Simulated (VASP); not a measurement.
Write the native input for VASP 6.6.1 that does the following.

- Task: single point
- Functional: r2SCAN
- Potentials or basis: VASP PAW PBE potentials, release 64 (K_sv, Br)
- Cutoff: 520 eV
- k mesh: 6 × 6 × 4
- Occupations: gaussian, width 0.01 eV
- Spin: no spin polarisation
- Dipole correction: no
- Further INCAR settings: ALGO = Normal; EDIFF = 1e-07; NBANDS = 24

Crystal: KBr.

```
K Br
1.0
     5.54385    0.00000    0.00000
    -2.77193    4.80112    0.00000
     0.00000    0.00000    6.46666
K Br
2 2
Direct
  0.33333 0.66667 0.93750
  0.66667 0.33333 0.43750
  0.33333 0.66667 0.43750
  0.66667 0.33333 0.93750
```

This cell differs from its parent crystal: strain -1.3%.

These files were run (other wordings do the same):

POSCAR

```
KBr
1.0
    5.5438543162      0.0000000000      0.0000000000
   -2.7719271581      4.8011186727      0.0000000000
    0.0000000000      0.0000000000      6.4666640637
K Br
2 2
Direct
    0.3333333333      0.6666666667     -0.0625000000
    0.6666666667      0.3333333333      0.4375000000
    0.3333333333      0.6666666667      0.4375000000
    0.6666666667      0.3333333333      0.9375000000
```

INCAR.step1

```
SYSTEM = KBr
  PREC = Accurate
  ENCUT = 520
  ISMEAR = 0
  SIGMA = 0.01
  LREAL = .FALSE.
  LASPH = .TRUE.
  NELM = 80
  NBANDS = 24
  GGA = PE
  ALGO = Normal
  EDIFF = 1E-4
  LWAVE = .TRUE.
  LCHARG = .FALSE.
```

INCAR.step2

```
SYSTEM = KBr
  PREC = Accurate
  ENCUT = 520
  EDIFF = 1E-7
  ISMEAR = 0
  SIGMA = 0.01
  LREAL = .FALSE.
  LASPH = .TRUE.
  NELM = 80
  ALGO = Normal
  ISIF = 2
  LWAVE = .FALSE.
  LCHARG = .TRUE.
  METAGGA = R2SCAN
  LMIXTAU = .TRUE.
  LELF = .TRUE.
  LVHAR = .TRUE.
  NBANDS = 24
  ISTART = 1
```

KPOINTS

```
Automatic mesh
0
G
  6 6 4
  0 0 0
```

Potentials or basis: VASP PAW PBE potentials, release 64 (K_sv, Br).

Run with:

```sh
$ cat potpaw_PBE.64/K_sv/POTCAR potpaw_PBE.64/Br/POTCAR > POTCAR
$ cp INCAR.step1 INCAR
$ mpirun -np 1 vasp_std > vasp.out
$ cp INCAR.step2 INCAR
$ mpirun -np 1 vasp_std > vasp.out
```

It gave:

```json
{"Pressure": "0.5 GPa", "Band gap on the k mesh": "4.81 eV, direct"}
```

Caveat: the cell differs from its parent crystal (strain -1.3%); the PAW data sets were made with another functional, which shifts forces and pressure a little.

Wall time 8.7 min on 1 thread of Intel(R) Xeon(R) Platinum 8259CL CPU @ 2.50GHz (Skylake/Cascade Lake), with other jobs on the host, peak memory 0.34 GiB.
